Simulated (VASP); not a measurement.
Write the native input for VASP 6.6.1 that does the following.

- Task: dielectric tensor
- Functional: r2SCAN
- Potentials or basis: VASP PAW PBE potentials, release 64 (Be, S)
- Cutoff: 520 eV
- k mesh: 8 × 8 × 8
- Occupations: gaussian, width 0.01 eV
- Spin: no spin polarisation
- Dipole correction: no
- Further INCAR settings: ALGO = Normal; EDIFF = 1e-08

The structure of BeS lies in POSCAR:

```
BeS
1.0
    0.0000000000      2.3172971938      2.3172971938
    2.3172971938      0.0000000000      2.3172971938
    2.3172971938      2.3172971938      0.0000000000
Be S
1 1
Direct
    0.0000000000      0.0000000000      0.0000000000
    0.5000000000      0.5000000000      0.5000000000
```

One way to write it, as run:

INCAR

```
SYSTEM = BeS
  PREC = Accurate
  ENCUT = 520
  EDIFF = 1E-8
  ISMEAR = 0
  SIGMA = 0.01
  LREAL = .False.
  LASPH = .True.
  NELM = 100
  ALGO = Normal
  ISIF = 2
  LWAVE = .False.
  LCHARG = .False.
  METAGGA = R2SCAN
  LMIXTAU = .True.
  LCALCEPS = .True.
```

KPOINTS

```
regular mesh
0
Gamma
  8 8 8
  0 0 0
```

Potentials or basis: VASP PAW PBE potentials, release 64 (Be, S).

Run with:

```console
$ cat potpaw_PBE.64/Be/POTCAR potpaw_PBE.64/S/POTCAR > POTCAR
$ mpirun -np 1 vasp_std > vasp.out
```

It gave:

```
Band gap on the k mesh                  : 1.35 eV (least direct gap 4.60 eV)
Electronic dielectric tensor (diagonal) : 8.03
Born charges (mean of the diagonal)     : Be +2.90; S -2.90 e
```

Wall time 16 min on 1 thread of AMD EPYC 9R45 96-Core Processor (Zen 5), on a shared host, peak memory 0.24 GiB.
